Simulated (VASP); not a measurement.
Here is a VASP 6.6.1 calculation.

INCAR

```
PREC = Accurate ; ENCUT = 600
EDIFF = 1E-7 ; ISMEAR = -1
SIGMA = 0.05 ; LREAL = F
LASPH = T ; NELM = 80
ALGO = Normal ; ISIF = 3
LWAVE = F ; LCHARG = F
GGA = PS ; IBRION = 2
NSW = 80 ; EDIFFG = -0.01
```

The input KPOINTS:

```
Automatic mesh
0
Gamma
  5 5 6
```

POSCAR

```
SnO2
1.0
    4.7880040000      0.0000000000      0.0000000000
    0.0000000000      4.8665820000      0.0000000000
    0.0000000000      0.0000000000      3.2408980000
Sn O
2 4
Direct
    0.0000000000      0.0000000000      0.0000000000
    0.5000000000      0.5000000000      0.5000000000
    0.7081450000      0.6789580000      0.0000000000
    0.2081450000      0.8210420000      0.5000000000
    0.7918550000      0.1789580000      0.5000000000
    0.2918550000      0.3210420000      0.0000000000
```

Potentials or basis: VASP PAW PBE potentials, release 64 (Sn_d, O).

The run is started by

```sh
$ cat potpaw_PBE.64/Sn_d/POTCAR potpaw_PBE.64/O/POTCAR > POTCAR
$ mpirun -np 1 vasp_std > vasp.out
```

Q: What does it give for the band gap on the k mesh?

A: 0.89 eV.

Q: Predict the relaxed volume.

A: 12.20 Å³/atom.

Final structure:
```xyz
6
Lattice="4.7748 0.0000 0.0000 0.0000 4.7671 0.0000 0.0000 0.0000 3.2151" Properties=species:S:1:pos:R:3 pbc="T T T"
Sn    0.0000    0.0000    0.0000
Sn    2.3874    2.3836    1.6076
O     3.3127    3.3076    0.0000
O     0.9253    3.8431    1.6076
O     3.8495    0.9240    1.6076
O     1.4621    1.4595    0.0000
```

Caveat: the PAW data sets were made with another functional, which shifts forces and pressure a little; spin-orbit coupling is left out, which moves the levels of the heavy elements.
